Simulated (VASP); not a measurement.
# KCl in VASP: notebook

KCl is run at these levels: PBE; tasks: single point.

Program: VASP 6.6.1. These are calculated values, not measurements. Logs are shortened: lines on timing, memory, paths and dates and some standing lists are left out, and cuts for length are marked.

## 1. The cell of the first run

Symmetry: Pm-3m, No. 221, cubic system. The conventional cell has a = 3.839 Å, b = 3.839 Å, c = 3.839 Å, α = 90.00°, β = 90.00°, γ = 90.00°. Within 4.4 Å of K (site symmetry m-3m) lie 8 Cl at 3.32 Å and 6 K at 3.84 Å. Cl (site symmetry m-3m) has 8 K at 3.32 Å and 6 Cl at 3.84 Å within 4.4 Å.

## 2. Single point, PBE, collinear spin, zero start

INCAR

```
SYSTEM = KCl
ALGO = Normal
EDIFF = 1E-6
ENCUT = 500
GGA = PE
GGA_COMPAT = .False.
ISIF = 2
ISMEAR = 0
ISPIN = 2
LASPH = .True.
LCHARG = .False.
LORBIT = 11
LREAL = .False.
LWAVE = .False.
MAGMOM = 0 0
NBANDS = 19
NELM = 200
PREC = Accurate
SIGMA = 0.1
```

KPOINTS

```
k-points
0
Gamma
  2 2 2
  0 0 0
```

POSCAR

```
KCl
1.0
    3.8391960000      0.0000000000      0.0000000000
    0.0000000000      3.8391960000      0.0000000000
    0.0000000000      0.0000000000      3.8391960000
K Cl
1 1
Direct
    0.0000000000      0.0000000000      0.0000000000
    0.5000000000      0.5000000000      0.5000000000
```

Potentials or basis: VASP PAW PBE potentials, release 64 (K_sv, Cl).

Command:

```
cat potpaw_PBE.64/K_sv/POTCAR potpaw_PBE.64/Cl/POTCAR > POTCAR
mpirun -np 1 vasp_std > vasp.out
```

OUTCAR:

```text
SYSTEM = KCl
   EDIFF = 1E-6
   ENCUT = 500
   GGA = PE
   ISIF = 2
   ISMEAR = 0
   ISPIN = 2
   LASPH = .True.
   LORBIT = 11
   LREAL = .False.
   NELM = 200
   PREC = Accurate

 ion  position               nearest neighbor table
   1  0.000  0.000  0.000-
   2  0.500  0.500  0.500-

  LATTYP: Found a simple cubic cell.
 ALAT       =     3.8391960000

  Lattice vectors:

 A1 = (   3.8391960000,   0.0000000000,   0.0000000000)
 A2 = (   0.0000000000,   3.8391960000,   0.0000000000)
 A3 = (   0.0000000000,   0.0000000000,   3.8391960000)

Analysis of symmetry for initial positions (statically):
=====================================================================
 Subroutine PRICEL returns:
 Original cell was already a primitive cell.

 Routine SETGRP: Setting up the symmetry group for a
 simple cubic supercell.

 Subroutine GETGRP returns: Found 48 space group operations
[... 9 lines left out ...]

 Routine SETGRP: Setting up the symmetry group for a
 simple cubic supercell.

 Subroutine GETGRP returns: Found 48 space group operations
 (whereof 48 operations were pure point group operations)
 out of a pool of 48 trial point group operations.

The dynamic configuration has the point symmetry O_h .

Analysis of structural, dynamic, and magnetic symmetry:
=====================================================================
 Subroutine PRICEL returns:
 Original cell was already a primitive cell.

 Routine SETGRP: Setting up the symmetry group for a
 simple cubic supercell.

 Subroutine GETGRP returns: Found 48 space group operations
 (whereof 48 operations were pure point group operations)
 out of a pool of 48 trial point group operations.

The overall configuration has the point symmetry O_h .

 Subroutine INISYM returns: Found 48 space group operations
[... 5 lines left out ...]
                                     Primitive cell

  volume of cell :      56.5875

  direct lattice vectors                    reciprocal lattice vectors
     3.839196000  0.000000000  0.000000000     0.260471203  0.000000000  0.000000000
     0.000000000  3.839196000  0.000000000     0.000000000  0.260471203  0.000000000
     0.000000000  0.000000000  3.839196000     0.000000000  0.000000000  0.260471203

  length of vectors
     3.839196000  3.839196000  3.839196000     0.260471203  0.260471203  0.260471203

  position of ions in fractional coordinates (direct lattice)
     0.000000000  0.000000000  0.000000000
     0.500000000  0.500000000  0.500000000

  ion indices of the primitive-cell ions
   primitive index   ion index
                 1           1
                 2           2

----------------------------------------------------------------------------------------

 KPOINTS: k-points

Automatic generation of k-mesh.
 Grid dimensions read from file:
 generate k-points for:    2    2    2

 Generating k-lattice:

  Cartesian coordinates                     Fractional coordinates (reciprocal lattice)
     0.130235601  0.000000000  0.000000000     0.500000000  0.000000000  0.000000000
     0.000000000  0.130235601  0.000000000     0.000000000  0.500000000  0.000000000
     0.000000000  0.000000000  0.130235601     0.000000000  0.000000000  0.500000000

  Length of vectors
     0.130235601  0.130235601  0.130235601

  Shift w.r.t. Gamma in fractional coordinates (k-lattice)
     0.000000000  0.000000000  0.000000000

 Subroutine IBZKPT returns following result:
 ===========================================

 Found      4 irreducible k-points:

 Following reciprocal coordinates:
            Coordinates               Weight
  0.000000  0.000000  0.000000      1.000000
  0.500000  0.000000  0.000000      3.000000
  0.500000  0.500000  0.000000      3.000000
  0.500000  0.500000  0.500000      1.000000
   k-points           NKPTS =      4   k-points in BZ     NKDIM =      4   number of bands    NBANDS=     19
   number of dos      NEDOS =    301   number of ions     NIONS =      2
   total plane-waves  NPLWV =  21952
   dimension x,y,z NGX =    28 NGY =   28 NGZ =   28
   dimension x,y,z NGXF=    56 NGYF=   56 NGZF=   56
   ions per type =               1   1
   NGX,Y,Z   is equivalent  to a cutoff of  12.12, 12.12, 12.12 a.u.
   NGXF,Y,Z  is equivalent  to a cutoff of  24.25, 24.25, 24.25 a.u.
 SYSTEM =  KCl
   PREC   = accura    normal or accurate (medium, high low for compatibility)
   ISTART =      0    job   : 0-new  1-cont  2-samecut
   ICHARG =      2    charge: 1-file 2-atom 10-const
   ISPIN  =      2    spin polarized calculation?
   LNONCOLLINEAR =      F non collinear calculations
   LSORBIT =      F    spin-orbit coupling
   LASPH  =      T    aspherical Exc in radial PAW
   ENCUT  =  500.0 eV  36.75 Ry    6.06 a.u.   7.00  7.00  7.00*2*pi/ulx,y,z
   NELM   =    200;   NELMIN=  2; NELMDL= -5     # of ELM steps
   EDIFF  = 0.1E-05   stopping-criterion for ELM
   LREAL  =      F    real-space projection
   EDIFFG = 0.1E-04   stopping-criterion for IOM
   NSW    =      0    number of steps for IOM
   IBRION =     -1    ionic relax: 0-MD 1-quasi-New 2-CG
   NFREE  =      0    steps in history (QN), initial steepest desc. (CG)
   ISIF   =      2    stress and relaxation
   ISYM   =      2    0-nonsym 1-usesym 2-fastsym
   POTIM  = 0.5000    time-step for ionic-motion
   TEBEG  =    0.0;   TEEND  =   0.0 temperature during run
   PSTRESS=    0.0 pullay stress
   NELECT =      16.0000    total number of electrons
   NUPDOWN=      -1.0000    fix difference up-down
   EMIN   =  10.00;   EMAX   =-10.00  energy-range for DOS
   EFERMI =   0.00;   METHOD = LEGACY
   ISMEAR =     0;   SIGMA  =   0.10  broadening in eV -4-tet -1-fermi 0-gaus
   EFERMI_NEDOS =   21; number of points for ismear=-14 and -15
   IALGO  =     38    algorithm
   IMIX   =      4    mixing-type and parameters
     AMIX     =   0.40;   BMIX     =  1.00
     AMIX_MAG =   1.60;   BMIX_MAG =  1.00
  volume/ion in A,a.u.               =      28.29       190.94
  Fermi-wavevector in a.u.,A,eV,Ry     =   1.074504  2.030517 15.708715  1.154558
  Thomas-Fermi vector in A             =   2.210334
   LORBIT       =     11    0 simple, 1 ext, 2 COOP (PROOUT), +10 PAW based schemes
   GGA     = PE    functional components
   LHFCALC =     F    Hartree Fock is set to
   AEXX    =    0.0000 exact exchange contribution
   IVDW    =     0    specifies the selected vdW correction
   LEPSILON=     F    determine dielectric tensor
   LRPA    =     F    only Hartree local field effects (RPA)
 spin polarized calculation
 Gauss-broadening in eV      SIGMA  =   0.10
  energy-cutoff  :      500.00
  volume of cell :       56.59
 maximum number of plane-waves:      1472
 NGX is ok and might be reduce to    28
   NGX = 13   NGY = 13   NGZ = 13

 number of electron      16.0000005 magnetization       0.0000000

 number of electron      16.0000005 magnetization      -0.0000000

 Free energy of the ion-electron system (eV)
  ---------------------------------------------------
  ext. energy  EPLUGINS =         0.00000000
  ---------------------------------------------------
  free energy    TOTEN  =        -6.45055590 eV

  energy without entropy =       -6.45055590  energy(sigma->0) =       -6.45055590

 E-fermi :  -0.2374     XC(G=0):  -8.0344

 val. band max:       -0.6909635594   @ k =   0.5000   0.5000   0.0000
 cond. band min:       4.0114809671   @ k =   0.0000   0.0000   0.0000
 fundamental gap:      4.7024445265
 Fermi energy:        -0.2373591272

 spin component 1

 k-point     1 :       0.0000    0.0000    0.0000
  band No.  band energies     occupation
      1     -28.9465      1.00000
      2     -13.2395      1.00000
      3     -12.3308      1.00000
      4     -12.3308      1.00000
      5     -12.3308      1.00000
      6      -0.8989      1.00000
[... 11 lines left out ...]
     18      15.1974      0.00000
     19      15.1974      0.00000

 k-point     2 :       0.5000    0.0000    0.0000
  band No.  band energies     occupation
      1     -28.9277      1.00000
      2     -13.4707      1.00000
      3     -12.3011      1.00000
      4     -12.3011      1.00000
      5     -12.1207      1.00000
      6      -2.4748      1.00000
[... 11 lines left out ...]
     18      11.5965      0.00000
     19      14.8301      0.00000

 k-point     3 :       0.5000    0.5000    0.0000
  band No.  band energies     occupation
      1     -28.9102      1.00000
      2     -12.9735      1.00000
      3     -12.5487      1.00000
      4     -12.5487      1.00000
      5     -12.2782      1.00000
      6      -1.9002      1.00000
[... 11 lines left out ...]
     18      16.5496      0.00000
     19      16.5850      0.00000

 k-point     4 :       0.5000    0.5000    0.5000
  band No.  band energies     occupation
      1     -28.8935      1.00000
      2     -12.8343      1.00000
      3     -12.4978      1.00000
      4     -12.4978      1.00000
      5     -12.4978      1.00000
      6      -2.0166      1.00000
[... 11 lines left out ...]
     18      17.2499      0.00000
     19      17.2499      0.00000
 Fermi energy:        -0.2373591272

 spin component 2

 k-point     1 :       0.0000    0.0000    0.0000
  band No.  band energies     occupation
      1     -28.9465      1.00000
      2     -13.2395      1.00000
      3     -12.3308      1.00000
      4     -12.3308      1.00000
      5     -12.3308      1.00000
      6      -0.8989      1.00000
[... 11 lines left out ...]
     18      15.1974      0.00000
     19      15.1974      0.00000

 k-point     2 :       0.5000    0.0000    0.0000
  band No.  band energies     occupation
      1     -28.9277      1.00000
      2     -13.4707      1.00000
      3     -12.3011      1.00000
      4     -12.3011      1.00000
      5     -12.1207      1.00000
      6      -2.4748      1.00000
[... 11 lines left out ...]
     18      11.5965      0.00000
     19      14.8301      0.00000

 k-point     3 :       0.5000    0.5000    0.0000
  band No.  band energies     occupation
      1     -28.9102      1.00000
      2     -12.9735      1.00000
      3     -12.5487      1.00000
      4     -12.5487      1.00000
      5     -12.2782      1.00000
      6      -1.9002      1.00000
[... 11 lines left out ...]
     18      16.4918      0.00000
     19      16.5837      0.00000

 k-point     4 :       0.5000    0.5000    0.5000
  band No.  band energies     occupation
      1     -28.8935      1.00000
      2     -12.8343      1.00000
      3     -12.4978      1.00000
      4     -12.4978      1.00000
      5     -12.4978      1.00000
      6      -2.0166      1.00000
[... 11 lines left out ...]
     18      17.2499      0.00000
     19      17.2499      0.00000

------------------------ aborting loop because EDIFF is reached ----------------------------------------

  FORCE on cell =-STRESS in cart. coord.  units (eV):
  Direction    XX          YY          ZZ          XY          YZ          ZX
  --------------------------------------------------------------------------------------
  -------------------------------------------------------------------------------------
  Total        0.4175116      0.4175116      0.4175116     -0.0000000     -0.0000000      0.0000000
  in kB       11.8211111     11.8211111     11.8211111     -0.0000000     -0.0000000      0.0000000
  external PRESSURE =      11.8211111 kB  Pullay stress =       0.0000000 kB

 VOLUME and BASIS-vectors are now :
 -----------------------------------------------------------------------------
  energy-cutoff  :      500.00
  volume of cell :       56.59
      direct lattice vectors                 reciprocal lattice vectors
     3.839196000  0.000000000  0.000000000     0.260471203  0.000000000  0.000000000
     0.000000000  3.839196000  0.000000000     0.000000000  0.260471203  0.000000000
     0.000000000  0.000000000  3.839196000     0.000000000  0.000000000  0.260471203

 POSITION                                       TOTAL-FORCE (eV/Angst)
 -----------------------------------------------------------------------------------
      0.00000      0.00000      0.00000         0.000000      0.000000      0.000000
      1.91960      1.91960      1.91960         0.000000      0.000000      0.000000
 -----------------------------------------------------------------------------------
    total drift:                               -0.000000      0.000000      0.000000

  FREE ENERGIE OF THE ION-ELECTRON SYSTEM (eV)
  ---------------------------------------------------
  free  energy   TOTEN  =        -6.4505558992 eV

  energy  without entropy=       -6.4505558992  energy(sigma->0) =       -6.45055590

 total charge

# of ion       s       p       d       tot
------------------------------------------
    1        1.953   5.578   0.022   7.553
    2        1.582   3.592   0.000   5.174
--------------------------------------------------
tot          3.536   9.170   0.022  12.727

 magnetization (x)

# of ion       s       p       d       tot
------------------------------------------
    1        0.000  -0.000  -0.000  -0.000
    2        0.000  -0.000   0.000  -0.000
--------------------------------------------------
tot          0.000  -0.000  -0.000  -0.000
```

Run time: 26 s. Hardware: 1 thread of Intel Xeon Platinum 8259CL at 2.50GHz (Skylake/Cascade Lake), shared host; peak memory 0.16 GiB.

What came out:

```
Free energy                                           : -6.4506 eV
Pressure                                              : 1.2 GPa
Band gap on the k mesh                                : 4.70 eV, indirect (least direct gap 4.91 eV)
Net moment                                            : 0.00 μB per cell
Valence electrons inside the program's atomic spheres : K 7.55; Cl 5.17
```

Levels at points of the mesh, in eV from the valence-band top:
Spin up:
```csv
k point,band 6,band 7,band 8,band 9,band 10,band 11
"(0.00, 0.00, 0.00)",-0.21,-0.21,-0.21,4.70,6.45,6.45
"(0.50, 0.00, 0.00)",-1.78,-0.22,-0.22,7.62,7.76,8.15
"(0.50, 0.50, 0.00)",-1.21,-1.21,0.00,6.06,7.17,8.80
"(0.50, 0.50, 0.50)",-1.33,-1.33,-1.33,8.70,8.70,8.70
```
Spin down:
```csv
k point,band 6,band 7,band 8,band 9,band 10,band 11
"(0.00, 0.00, 0.00)",-0.21,-0.21,-0.21,4.70,6.45,6.45
"(0.50, 0.00, 0.00)",-1.78,-0.22,-0.22,7.62,7.76,8.15
"(0.50, 0.50, 0.00)",-1.21,-1.21,0.00,6.06,7.17,8.80
"(0.50, 0.50, 0.50)",-1.33,-1.33,-1.33,8.70,8.70,8.70
```

Caveat: the k points lie up to 0.82 Å⁻¹ apart.

## 3. Single point, PBE

This run uses another cell than the first one, of 28.88 Å³/atom, 1.021 times its volume.

INCAR

```
  PREC = Accurate
  ENCUT = 500
  EDIFF = 1E-6
  ISMEAR = 0
  SIGMA = 0.1
  LREAL = False
  LASPH = True
  NELM = 120
  ALGO = Normal
  ISIF = 2
  LWAVE = False
  LCHARG = False
  GGA = PE
  NBANDS = 15
  GGA_COMPAT = False
```

KPOINTS

```
regular mesh
0
Gamma
  2 2 2
```

POSCAR

```
KCl
1.0
    3.8357727534     -0.0045591115      0.0069782612
   -0.0045591115      3.9427421845      0.0107488700
    0.0069782612      0.0107488700      3.8193248294
K Cl
1 1
Direct
    0.0000000000      0.0000000000      0.0000000000
    0.5000000000      0.5000000000      0.5000000000
```

Potentials or basis: VASP PAW PBE potentials, release 64 (K_sv, Cl).

Command:

```
cat potpaw_PBE.64/K_sv/POTCAR potpaw_PBE.64/Cl/POTCAR > POTCAR
mpirun -np 1 vasp_std > vasp.out
```

It took 13 s on 1 thread of Intel Xeon Platinum 8259CL at 2.50GHz (Skylake/Cascade Lake), shared host; peak memory 0.15 GiB.

Results (log left out):

```yaml
Free_energy: -6.4525 eV
Pressure: 0.8 GPa
Band_gap_on_the_k_mesh: 4.55 eV, indirect (least direct gap 4.75 eV)
```

Stress tensor (GPa, compression positive):
```
 1.16  0.00  0.00
 0.00 -0.29 -0.01
 0.00 -0.01  1.39
```

Levels at points of the mesh, in eV from the valence-band top:
```csv
k point,band 6,band 7,band 8,band 9,band 10,band 11
"(0.00, 0.00, 0.00)",-0.36,-0.22,-0.19,4.55,6.36,6.46
"(0.50, 0.00, 0.00)",-1.78,-0.36,-0.18,7.45,7.67,8.07
"(0.00, 0.50, 0.00)",-1.78,-0.24,-0.21,7.47,7.63,7.84
"(0.50, 0.50, 0.00)",-1.26,-1.21,0.00,5.95,7.18,8.78
"(0.00, 0.00, 0.50)",-1.79,-0.36,-0.20,7.46,7.69,8.08
"(0.50, 0.00, 0.50)",-1.23,-1.22,-0.13,6.06,6.94,8.54
"(0.00, 0.50, 0.50)",-1.27,-1.20,-0.02,5.96,7.15,8.73
"(0.50, 0.50, 0.50)",-1.35,-1.34,-1.30,8.53,8.58,8.63
```

Caveat: the k points lie up to 0.82 Å⁻¹ apart. A hybrid or GW would open this gap; PBE tends to underestimate it.
